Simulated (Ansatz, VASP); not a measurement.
NaCl: VASP beside Ansatz

The input INCAR:

```
ALGO     = Normal         # electronic algorithm
EDIFF    = 1E-6           # SCF threshold, eV
ENCUT    = 500            # plane-wave cutoff, eV
GGA      = PE             # functional
GGA_COMPAT= False        
ISIF     = 2              # what is computed and relaxed
ISMEAR   = 0              # smearing method
LASPH    = True           # aspherical terms in the spheres
LCHARG   = False          # write CHGCAR
LREAL    = False          # projectors in reciprocal space
LWAVE    = False          # write WAVECAR
NBANDS   = 14             # bands
NELM     = 120            # most SCF steps
PREC     = Accurate       # precision mode
SIGMA    = 0.05           # smearing width, eV
```

KPOINTS

```
k-points
0
Gamma
  6 6 6
```

The input POSCAR:

```
NaCl
1.0
    3.5021900000      0.0000000000      0.0000000000
    0.0000000000      3.5021900000      0.0000000000
    0.0000000000      0.0000000000      3.5021900000
Na Cl
1 1
Direct
   -0.0201904175     -0.0201904175      0.0000000000
    0.5000000000      0.5000000000      0.5000000000
```

Input for Ansatz:

```yaml
crystal:
  lattice:
    - [3.50219, 0.0, 0.0]
    - [0.0, 3.50219, 0.0]
    - [0.0, 0.0, 3.50219]
  atoms:
    - { symbol: Na, position: [-0.0201904175, -0.0201904175, 0.0] }
    - { symbol: Cl, position: [0.5, 0.5, 0.5] }
basis:
  ecutwfc: 420
kpoints:
  mp_grid: { grid: [6, 6, 6] }
hamiltonian:
  xc: pbe
scf:
  occupations: { method: gaussian, width: 0.05 }
output:
  forces: true
  stress: true
  eigenvalues: true
```

Alike in both runs: task single point; functional PBE; k mesh 6 × 6 × 6; occupations gaussian, width 0.05 eV; no spin polarisation.

```csv
,VASP,Ansatz
version,VASP 6.6.1,Ansatz 0.2.0
potentials or method,"VASP PAW PBE potentials, release 64 (Na_pv, Cl), cutoff 500 eV","scalar-relativistic, plane waves, PAW"
valence electrons in the cell,14,16
```

|  | VASP | Ansatz | Ansatz less VASP |
| --- | --- | --- | --- |
| gap on the k mesh at the Fermi level (eV) | 3.98 | 3.98 | 0.000 |
| least direct gap on the mesh (eV) | 4.47 | 4.47 | +0.001 |
| pressure (GPa) | 0.1 | 0.2 | +0.07 |
| traceless stress, the component that is largest in VASP (GPa) | 0.07 | 0.07 | -0.001 |
| rms of the force components (eV/Å) | 0.020 | 0.020 | 0.0000 |

Atom by atom the forces differ by 0.000 eV/Å (rms over components). VASP's potentials hold 14 valence electrons a cell and Ansatz's 16, so a difference there can come from the potentials and not from the codes.
